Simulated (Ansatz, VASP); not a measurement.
**CdTe: VASP beside Ansatz**

```xyz
2
Lattice="0.0000 3.2050 3.0768 3.2050 0.0000 3.0768 3.2050 3.2050 0.0000" Properties=species:S:1:pos:R:3 pbc="T T T"
Te    4.8075    4.8075    4.6152
Cd    0.0000    0.0000    0.0000
```

Alike in both runs: task single point; functional PBEsol; k mesh 6 × 6 × 6; occupations fermi-dirac, width 0.05 eV; no spin polarisation.

|  | VASP | Ansatz |
| --- | --- | --- |
| version | VASP 6.6.1 | Ansatz 0.2.0 |
| potentials or method | VASP PAW PBE potentials, release 64 (Te, Cd) | Ansatz PAW |
| plane-wave cutoff (eV) | 500 | 420 |
| valence electrons in the cell | 18 | 36 |

```csv
,VASP,Ansatz,Ansatz less VASP
gap on the k mesh at the Fermi level (eV),0.79,0.78,-0.006
least direct gap on the mesh (eV),0.79,0.78,-0.006
pressure (GPa),4.1,3.9,-0.22
"traceless stress, the component that is largest in VASP (GPa)",0.33,0.33,+0.003
```

VASP's potentials were made for PBE, not for PBEsol. With one functional, cell and mesh, what is left measures potentials, basis and numerics. VASP's potentials hold 18 valence electrons a cell and Ansatz's 36, so a difference there can come from the potentials and not from the codes.

Spin-orbit coupling is off throughout.
